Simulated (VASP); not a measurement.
# Cu (I4/mmm) in VASP: further runs

Runs on Cu. Level: PBE. Tasks: single point.

Program: VASP 6.6.1. These are calculated values, not measurements. Logs are shortened: lines on timing, memory, paths and dates and some standing lists are left out, and cuts for length are marked.

## (1) The cell of the first run

It takes space group I4/mmm (No. 139, tetragonal). The conventional cell has a = 3.047 Å, b = 3.047 Å, c = 2.711 Å, α = 90.00°, β = 90.00°, γ = 90.00°. Cu (site symmetry 4/mmm) has 14 Cu at 2.55 to 3.05 Å within 3.4 Å.

## (2) Single point, PBE (12.58 Å³/atom)

INCAR reads:

```
SYSTEM = Cu
  PREC = Accurate
  ENCUT = 520
  EDIFF = 1E-6
  ISMEAR = 0
  SIGMA = 0.15
  LREAL = .False.
  LASPH = .True.
  NELM = 100
  ALGO = Fast
  ISIF = 2
  LWAVE = .False.
  LCHARG = .True.
  GGA = PE
  LELF = .True.
  LVHAR = .True.
  NBANDS = 12
```

KPOINTS reads:

```
Automatic mesh
0
Gamma
  24 24 24
  0 0 0
```

POSCAR reads:

```
Cu
1.0
    0.0000000000      2.1542634721      1.3554625767
    2.1542634721      0.0000000000      1.3554625767
    2.1542634721      2.1542634721      0.0000000000
Cu
1
Direct
    0.0000000000      0.0000000000      0.0000000000
```

Potentials or basis: VASP PAW PBE potentials, release 64 (Cu).

Command:

```
> cat potpaw_PBE.64/Cu/POTCAR > POTCAR
> mpirun -np 1 vasp_std > vasp.out
```

OUTCAR:

```text
SYSTEM = Cu
   PREC = Accurate
   ENCUT = 520
   EDIFF = 1E-6
   ISMEAR = 0
   LREAL = .False.
   LASPH = .True.
   NELM = 100
   ISIF = 2
   GGA = PE

 ion  position               nearest neighbor table
   1  0.000  0.000  0.000-

  LATTYP: Found a body centered tetragonal cell.
 ALAT       =     3.0465886192
 C/A-ratio  =     0.8898231735

  Lattice vectors:

 A1 = (   0.0000000000,  -2.1542634721,  -1.3554625767)
 A2 = (   0.0000000000,   2.1542634721,  -1.3554625767)
 A3 = (   2.1542634721,   0.0000000000,   1.3554625767)

Analysis of symmetry for initial positions (statically):
=====================================================================
 Subroutine PRICEL returns:
 Original cell was already a primitive cell.

 Routine SETGRP: Setting up the symmetry group for a
 body centered tetragonal supercell.

 Subroutine GETGRP returns: Found 16 space group operations
 (whereof 16 operations were pure point group operations)
 out of a pool of 16 trial point group operations.

The static configuration has the point symmetry D_4h.

Analysis of symmetry for dynamics (positions and initial velocities):
=====================================================================
 Subroutine PRICEL returns:
 Original cell was already a primitive cell.

 Routine SETGRP: Setting up the symmetry group for a
 body centered tetragonal supercell.

 Subroutine GETGRP returns: Found 16 space group operations
 (whereof 16 operations were pure point group operations)
 out of a pool of 16 trial point group operations.

The dynamic configuration has the point symmetry D_4h.

 Subroutine INISYM returns: Found 16 space group operations
 (whereof 16 operations are pure point group operations),
 and found     1 'primitive' translations

----------------------------------------------------------------------------------------

                                     Primitive cell

  volume of cell :      12.5810

  direct lattice vectors                    reciprocal lattice vectors
     0.000000000  2.154263472  1.355462577    -0.232097887  0.232097887  0.368877761
     2.154263472  0.000000000  1.355462577     0.232097887 -0.232097887  0.368877761
     2.154263472  2.154263472  0.000000000     0.232097887  0.232097887 -0.368877761

  length of vectors
     2.545217064  2.545217064  3.046588619     0.493770858  0.493770858  0.493770858

  position of ions in fractional coordinates (direct lattice)
     0.000000000  0.000000000  0.000000000

  ion indices of the primitive-cell ions
   primitive index   ion index
                 1           1

----------------------------------------------------------------------------------------

 KPOINTS: Automatic mesh

Automatic generation of k-mesh.
 Grid dimensions read from file:
 generate k-points for:   24   24   24

 Generating k-lattice:

  Cartesian coordinates                     Fractional coordinates (reciprocal lattice)
    -0.009670745  0.009670745  0.015369907     0.041666667  0.000000000  0.000000000
     0.009670745 -0.009670745  0.015369907     0.000000000  0.041666667  0.000000000
     0.009670745  0.009670745 -0.015369907    -0.000000000 -0.000000000  0.041666667

  Length of vectors
     0.020573786  0.020573786  0.020573786

  Shift w.r.t. Gamma in fractional coordinates (k-lattice)
     0.000000000  0.000000000  0.000000000

 Subroutine IBZKPT returns following result:
 ===========================================

 Found   1063 irreducible k-points:

 Following reciprocal coordinates:
            Coordinates               Weight
  0.000000  0.000000  0.000000      1.000000
  0.041667  0.000000  0.000000      8.000000
  0.083333  0.000000  0.000000      8.000000
  0.125000  0.000000  0.000000      8.000000
  0.166667  0.000000  0.000000      8.000000
  0.208333  0.000000  0.000000      8.000000
[... 16 lines left out ...]
  0.416667  0.041667  0.000000      8.000000
  0.458333  0.041667  0.000000      8.000000
 [... further k-points ...]
   k-points           NKPTS =   1063   k-points in BZ     NKDIM =   1063   number of bands    NBANDS=     12
   number of dos      NEDOS =    301   number of ions     NIONS =      1
   total plane-waves  NPLWV =   9600
   dimension x,y,z NGX =    20 NGY =   20 NGZ =   24
   dimension x,y,z NGXF=    40 NGYF=   40 NGZF=   48
   ions per type =               1
   NGX,Y,Z   is equivalent  to a cutoff of  13.06, 13.06, 13.10 a.u.
   NGXF,Y,Z  is equivalent  to a cutoff of  26.13, 26.13, 26.19 a.u.
 SYSTEM =  Cu
   PREC   = accura    normal or accurate (medium, high low for compatibility)
   ISTART =      0    job   : 0-new  1-cont  2-samecut
   ICHARG =      2    charge: 1-file 2-atom 10-const
   ISPIN  =      1    spin polarized calculation?
   LNONCOLLINEAR =      F non collinear calculations
   LSORBIT =      F    spin-orbit coupling
   LASPH  =      T    aspherical Exc in radial PAW
   ENCUT  =  520.0 eV  38.22 Ry    6.18 a.u.   4.73  4.73  5.66*2*pi/ulx,y,z
[... 13 lines left out ...]
   IMIX   =      4    mixing-type and parameters
     AMIX     =   0.40;   BMIX     =  1.00
     AMIX_MAG =   1.60;   BMIX_MAG =  1.00
  volume/ion in A,a.u.               =      12.58        84.90
  Fermi-wavevector in a.u.,A,eV,Ry     =   1.565431  2.958236 33.342098  2.450575
  Thomas-Fermi vector in A             =   2.667908
   LORBIT       =      0    0 simple, 1 ext, 2 COOP (PROOUT), +10 PAW based schemes
   GGA     = PE    functional components
   LHFCALC =     F    Hartree Fock is set to
   AEXX    =    0.0000 exact exchange contribution
   IVDW    =     0    specifies the selected vdW correction
   LEPSILON=     F    determine dielectric tensor
   LRPA    =     F    only Hartree local field effects (RPA)
 non-spin polarized calculation
 RMM-DIIS sequential band-by-band and
 Gauss-broadening in eV      SIGMA  =   0.15
  energy-cutoff  :      520.00
  volume of cell :       12.58
 maximum number of plane-waves:       353
   NGX =  9   NGY =  9   NGZ = 11

 number of electron      10.9999995 magnetization

 Free energy of the ion-electron system (eV)
  ---------------------------------------------------
  ext. energy  EPLUGINS =         0.00000000
  ---------------------------------------------------
  free energy    TOTEN  =        -3.68465715 eV

  energy without entropy =       -3.67988930  energy(sigma->0) =       -3.68227323

 E-fermi :   6.8378     XC(G=0): -12.3620

 val. band max:        6.8355351217   @ k =   0.5000   0.0417   0.2917
 cond. band min:       6.8408179123   @ k =   0.5000   0.0833   0.1667
 fundamental gap:      0.0052827906
 Fermi energy:         6.8377500504

 k-point     1 :       0.0000    0.0000    0.0000
  band No.  band energies     occupation
      1      -2.0478      2.00000
      2       3.6617      2.00000
      3       4.0967      2.00000
      4       4.0967      2.00000
      5       4.5456      2.00000
      6       5.0117      2.00000
      7      29.5823      0.00000
      8      29.5823      0.00000
      9      33.0751      0.00000
     10      33.2239      0.00000
     11      33.6127      0.00000
     12      34.1341      0.00000

 k-point     2 :       0.0417    0.0000    0.0000
  band No.  band energies     occupation
      1      -1.9806      2.00000
      2       3.6705      2.00000
      3       4.0931      2.00000
      4       4.0981      2.00000
      5       4.5504      2.00000
      6       5.0015      2.00000
      7      29.3146      0.00000
      8      29.3183      0.00000
      9      32.2445      0.00000
     10      32.9782      0.00000
     11      33.5006      0.00000
     12      33.6729      0.00000

 k-point     3 :       0.0833    0.0000    0.0000
  band No.  band energies     occupation
      1      -1.7803      2.00000
      2       3.6867      2.00000
      3       4.0799      2.00000
      4       4.1121      2.00000
      5       4.5667      2.00000
      6       4.9738      2.00000
      7      28.6035      0.00000
      8      28.6986      0.00000
      9      30.1597      0.00000
     10      32.0463      0.00000
     11      32.8014      0.00000
     12      33.7609      0.00000
[... 286 lines left out ...]
 k-point    23 :       0.4167    0.0417    0.0000
  band No.  band energies     occupation
      1       2.1387      2.00000
      2       3.1986      2.00000
      3       4.6335      2.00000
      4       5.0248      2.00000
      5       5.3471      2.00000
      6       5.9071      2.00000
      7      13.0181      0.00000
      8      22.7703      0.00000
      9      23.1208      0.00000
     10      27.1240      0.00000
     11      29.3920      0.00000
     12      35.8905      0.00000

 k-point    24 :       0.4583    0.0417    0.0000
  band No.  band energies     occupation
      1       2.2095      2.00000
      2       3.1654      2.00000
      3       4.6800      2.00000
      4       5.0604      2.00000
      5       5.4453      2.00000
      6       6.6408      1.93669
      7      11.7854      0.00000
      8      22.3952      0.00000
      9      22.8481      0.00000
     10      27.1163      0.00000
     11      29.4387      0.00000
     12      36.5967      0.00000

 [... further k-points ...]

------------------------ aborting loop because EDIFF is reached ----------------------------------------

  FORCE on cell =-STRESS in cart. coord.  units (eV):
  Direction    XX          YY          ZZ          XY          YZ          ZX
  --------------------------------------------------------------------------------------
  -------------------------------------------------------------------------------------
  Total       -0.3967597     -0.3967597     -0.3315863      0.0000000     -0.0000000      0.0000000
  in kB      -50.5269412    -50.5269412    -42.2271741      0.0000000     -0.0000000      0.0000000
  external PRESSURE =     -47.7603522 kB  Pullay stress =       0.0000000 kB

 VOLUME and BASIS-vectors are now :
 -----------------------------------------------------------------------------
  energy-cutoff  :      520.00
  volume of cell :       12.58
      direct lattice vectors                 reciprocal lattice vectors
     0.000000000  2.154263472  1.355462577    -0.232097887  0.232097887  0.368877761
     2.154263472  0.000000000  1.355462577     0.232097887 -0.232097887  0.368877761
     2.154263472  2.154263472  0.000000000     0.232097887  0.232097887 -0.368877761

 POSITION                                       TOTAL-FORCE (eV/Angst)
 -----------------------------------------------------------------------------------
      0.00000      0.00000      0.00000         0.000000      0.000000      0.000000
 -----------------------------------------------------------------------------------
    total drift:                               -0.000000     -0.000000     -0.000000

  FREE ENERGIE OF THE ION-ELECTRON SYSTEM (eV)
  ---------------------------------------------------
  free  energy   TOTEN  =        -3.6846571517 eV

  energy  without entropy=       -3.6798893019  energy(sigma->0) =       -3.68227323
```

Wall time 2.2 min (1 thread of AMD EPYC 7R13 (Zen 3), shared host); peak memory 0.23 GiB.

What came out:

```yaml
Free_energy: -3.6847 eV
Pressure: -4.8 GPa
Band_gap_on_the_k_mesh: zero (an odd number of electrons rules out a gap without spin polarisation)
```

Stress tensor (GPa, compression positive):
```
-5.05  0.00  0.00
 0.00 -5.05  0.00
 0.00  0.00 -4.22
```

Levels at points of the mesh, in eV from the Fermi level:
```
           k point  band 2  band 3  band 4  band 5  band 6  band 7  band 8  band 9  band 10  band 11
(0.00, 0.00, 0.00)   -3.18   -2.74   -2.74   -2.29   -1.83   22.74   22.74   26.24    26.39    26.77
(0.50, 0.00, 0.00)   -3.71   -2.06   -1.68   -1.35   -0.10    4.49   15.84   16.07    19.80    22.37
(0.50, 0.50, 0.00)   -4.27   -1.53   -1.53   -1.42    6.58    6.58   10.94   12.06    12.39    16.81
(0.50, 0.00, 0.50)   -3.19   -2.37   -2.02   -1.39   -0.96    3.24   19.15   19.16    22.61    25.04
```

Caveat: the cell stands under tension.

## (3) Single point, PBE (12.58 Å³/atom)

INCAR reads:

```
  PREC = Accurate
  ENCUT = 520
  EDIFF = 1E-6
  ISMEAR = 0
  SIGMA = 0.15
  LREAL = F
  LASPH = T
  NELM = 60
  ALGO = Fast
  ISIF = 2
  LWAVE = F
  LCHARG = T
  GGA = PE
  LELF = T
  LVHAR = T
  NBANDS = 12
```

KPOINTS reads:

```
Automatic mesh
0
Gamma
  24 24 24
```

POSCAR reads:

```
Cu
1.0
    0.0000000000      1.9941943756      1.5817949788
    1.9941943756      0.0000000000      1.5817949788
    1.9941943756      1.9941943756      0.0000000000
Cu
1
Direct
    0.0000000000      0.0000000000      0.0000000000
```

Potentials or basis: VASP PAW PBE potentials, release 64 (Cu).

Command:

```
> cat potpaw_PBE.64/Cu/POTCAR > POTCAR
> mpirun -np 1 vasp_std > vasp.out
```

Wall time 2.2 min (1 thread of AMD EPYC 7R13 (Zen 3), shared host); peak memory 0.23 GiB.

The run converged. Its results:

- Free energy: -3.6908 eV
- Pressure: -5.2 GPa
- Band gap on the k mesh: zero (an odd number of electrons rules out a gap without spin polarisation)

Stress tensor (GPa, compression positive):
```
-5.92  0.00  0.00
 0.00 -5.92  0.00
 0.00  0.00 -3.71
```

Levels at points of the mesh, in eV from the Fermi level:
```tsv
k point	band 3	band 4	band 5	band 6	band 7	band 8	band 9	band 10
(0.00, 0.00, 0.00)	-2.99	-2.64	-2.23	-1.87	23.12	24.52	24.52	25.54
(0.50, 0.00, 0.00)	-2.30	-1.82	-1.38	-0.65	3.70	17.95	18.04	21.58
(0.50, 0.50, 0.00)	-1.55	-1.45	-1.45	5.40	9.35	9.35	11.04	14.28
(0.50, 0.00, 0.50)	-1.79	-1.77	-1.31	0.15	4.83	14.93	15.20	19.03
```

Caveat: the cell stands under tension.

## (4) Single point, PBE (12.58 Å³/atom)

INCAR reads:

```
SYSTEM = Cu
PREC = Accurate
ENCUT = 520
EDIFF = 1E-6
ISMEAR = 0
SIGMA = 0.15
LREAL = .FALSE.
LASPH = .TRUE.
NELM = 100
ALGO = Fast
ISIF = 2
LWAVE = .FALSE.
LCHARG = .TRUE.
GGA = PE
LELF = .TRUE.
LVHAR = .TRUE.
NBANDS = 12
```

KPOINTS reads:

```
Automatic mesh
0
G
  24 24 24
  0 0 0
```

POSCAR reads:

```
Cu
1.0
    0.0000000000      1.8941089999      1.7533767013
    1.8941089999      0.0000000000      1.7533767013
    1.8941089999      1.8941089999      0.0000000000
Cu
1
Direct
    0.0000000000      0.0000000000      0.0000000000
```

Command:

```
> cat potpaw_PBE.64/Cu/POTCAR > POTCAR
> mpirun -np 1 vasp_std > vasp.out
```

It took 1.9 min on 1 thread of AMD EPYC 7R13 (Zen 3), shared host; peak memory 0.22 GiB.

It converged, with:

| Item | Value |
| --- | --- |
| Free energy | -3.7133 eV |
| Pressure | -5.6 GPa |
| Band gap on the k mesh | zero (an odd number of electrons rules out a gap without spin polarisation) |

Stress tensor (GPa, compression positive):
```
-6.49  0.00  0.00
 0.00 -6.49  0.00
 0.00  0.00 -3.81
```

Levels at points of the mesh, in eV from the Fermi level:
| k point | band 3 | band 4 | band 5 | band 6 | band 7 | band 8 | band 9 | band 10 |
| --- | --- | --- | --- | --- | --- | --- | --- | --- |
| (0.00, 0.00, 0.00) | -2.94 | -2.62 | -2.27 | -1.96 | 22.19 | 24.24 | 24.24 | 24.45 |
| (0.50, 0.00, 0.00) | -2.70 | -1.66 | -1.51 | -0.81 | 3.47 | 19.76 | 19.93 | 23.22 |
| (0.50, 0.50, 0.00) | -1.60 | -1.44 | -1.44 | 2.66 | 8.04 | 11.46 | 11.46 | 15.99 |
| (0.50, 0.00, 0.50) | -1.62 | -1.57 | -1.37 | 1.04 | 6.03 | 13.18 | 13.34 | 17.49 |

Caveat: the cell stands under tension.

## (5) Single point, PBE (13.22 Å³/atom)

This run uses another cell than the first one, of 13.22 Å³/atom.

INCAR reads:

```
SYSTEM = Cu
PREC = Accurate ; ENCUT = 520
EDIFF = 1E-7 ; ISMEAR = 0
SIGMA = 0.15 ; LREAL = .FALSE.
LASPH = .TRUE. ; NELM = 100
ALGO = Fast ; ISIF = 2
LWAVE = .FALSE. ; LCHARG = .TRUE.
GGA = PE ; LELF = .TRUE.
LVHAR = .TRUE. ; NBANDS = 12
```

KPOINTS reads:

```
regular mesh
0
G
  24 24 24
  0 0 0
```

POSCAR reads:

```
Cu
1.0
    0.0000000000      1.7824675489      2.0801396295
    1.7824675489      0.0000000000      2.0801396295
    1.7824675489      1.7824675489      0.0000000000
Cu
1
Direct
    0.0000000000      0.0000000000      0.0000000000
```

Command:

```
> cat potpaw_PBE.64/Cu/POTCAR > POTCAR
> mpirun -np 1 vasp_std > vasp.out
```

Wall time 2.1 min (1 thread of AMD EPYC 7R13 (Zen 3), shared host); peak memory 0.23 GiB.

The run converged. Its results:

```yaml
Free_energy: -3.6499 eV
Pressure: -9.5 GPa
Band_gap_on_the_k_mesh: zero (an odd number of electrons rules out a gap without spin polarisation)
```

Stress tensor (GPa, compression positive):
```
 -6.32   0.00   0.00
  0.00  -6.32   0.00
  0.00   0.00 -15.90
```

Levels at points of the mesh, in eV from the Fermi level:
| k point | band 4 | band 5 | band 6 | band 7 | band 8 | band 9 |
| --- | --- | --- | --- | --- | --- | --- |
| (0.00, 0.00, 0.00) | -2.46 | -2.42 | -1.74 | 22.09 | 23.66 | 23.73 |
| (0.50, 0.00, 0.00) | -1.65 | -1.47 | -0.63 | 3.32 | 16.40 | 20.88 |
| (0.50, 0.50, 0.00) | -1.48 | -1.48 | -0.15 | 3.98 | 14.61 | 14.61 |
| (0.50, 0.00, 0.50) | -1.64 | -1.19 | 2.64 | 7.68 | 11.08 | 11.65 |

Caveat: the stress differs along the axes, from -16 to -6 GPa.

## (6) Single point, PBE (13.86 Å³/atom)

This run uses another cell than the first one, of 13.86 Å³/atom.

INCAR reads:

```
PREC     = Accurate       # precision mode
ENCUT    = 820            # plane-wave cutoff, eV
EDIFF    = 1E-6           # SCF threshold, eV
ISMEAR   = 0              # smearing method
SIGMA    = 0.15           # smearing width, eV
LREAL    = F              # projectors in reciprocal space
LASPH    = T              # aspherical terms in the spheres
NELM     = 120            # most SCF steps
ALGO     = Normal         # electronic algorithm
ISIF     = 2              # what is computed and relaxed
LWAVE    = F              # write WAVECAR
LCHARG   = F              # write CHGCAR
GGA      = PE             # functional
NBANDS   = 16             # bands
GGA_COMPAT= F
```

KPOINTS reads:

```
regular mesh
0
Gamma
  24 24 24
```

POSCAR reads:

```
Cu
1.0
    0.0000000000      2.0070065841      1.7198039419
    2.0070065841      0.0000000000      1.7198039419
    2.0070065841      2.0070065841      0.0000000000
Cu
1
Direct
    0.0000000000      0.0000000000      0.0000000000
```

Potentials or basis: VASP PAW PBE potentials, release 64 (Cu_sv_GW).

Command:

```
> cat potpaw_PBE.64/Cu_sv_GW/POTCAR > POTCAR
> mpirun -np 1 vasp_std > vasp.out
```

It took 6.7 min on 1 thread of Intel Xeon Platinum 8375C at 2.90GHz (Ice Lake), shared host; peak memory 0.64 GiB.

Results (log left out):

```
Free energy            : -3.6843 eV
Pressure               : -14.1 GPa
Band gap on the k mesh : zero (an odd number of electrons rules out a gap without spin polarisation)
```

Stress tensor (GPa, compression positive):
```
-14.93   0.00   0.00
  0.00 -14.93   0.00
  0.00   0.00 -12.57
```

Levels at points of the mesh, in eV from the Fermi level:
| k point | band 7 | band 8 | band 9 | band 10 | band 11 | band 12 | band 13 | band 14 |
| --- | --- | --- | --- | --- | --- | --- | --- | --- |
| (0.00, 0.00, 0.00) | -2.68 | -2.21 | -2.17 | -1.71 | 21.74 | 22.98 | 22.98 | 23.13 |
| (0.50, 0.00, 0.00) | -2.25 | -1.59 | -1.32 | -0.52 | 3.12 | 17.59 | 17.99 | 21.15 |
| (0.50, 0.50, 0.00) | -1.45 | -1.32 | -1.32 | 3.80 | 8.75 | 9.78 | 9.78 | 14.33 |
| (0.50, 0.00, 0.50) | -1.53 | -1.53 | -1.22 | 0.69 | 4.87 | 13.07 | 13.45 | 17.21 |

Caveat: the cell stands under tension.

## (7) Overview

```csv
potentials or basis,cell,cutoff (eV),gap on the mesh (eV),pressure (GPa)
"VASP PAW PBE potentials, release 64 (Cu)","a = 2.545, b = 2.545, c = 3.047 Å, angles 53.2, 53.2, 73.5°, 1 atom",520,none,-4.8
"VASP PAW PBE potentials, release 64 (Cu)","a = 2.545, b = 2.545, c = 2.820 Å, angles 56.4, 56.4, 67.3°, 1 atom",520,none,-5.2
"VASP PAW PBE potentials, release 64 (Cu)","a = 2.581, b = 2.581, c = 2.679 Å, angles 58.7, 58.7, 62.5°, 1 atom",520,none,-5.6
"VASP PAW PBE potentials, release 64 (Cu)","a = 2.739, b = 2.739, c = 2.521 Å, angles 62.6, 62.6, 54.8°, 1 atom",520,none,-9.5
"VASP PAW PBE potentials, release 64 (Cu_sv_GW)","a = 2.643, b = 2.643, c = 2.838 Å, angles 57.5, 57.5, 65.0°, 1 atom",820,none,-14.1
```

Alike in all rows: task single point; level PBE; no spin polarisation; k mesh 24 × 24 × 24; smearing gaussian 0.15 eV.

Caveats: the cell stands under tension (at least some runs); the stress differs along the axes, from -16 to -6 GPa (at least some runs).

Total energies depend on the potentials used, so only differences within one code and one set of settings carry meaning.

The gap in the log of VASP goes by the Fermi energy; the results here count the filled bands.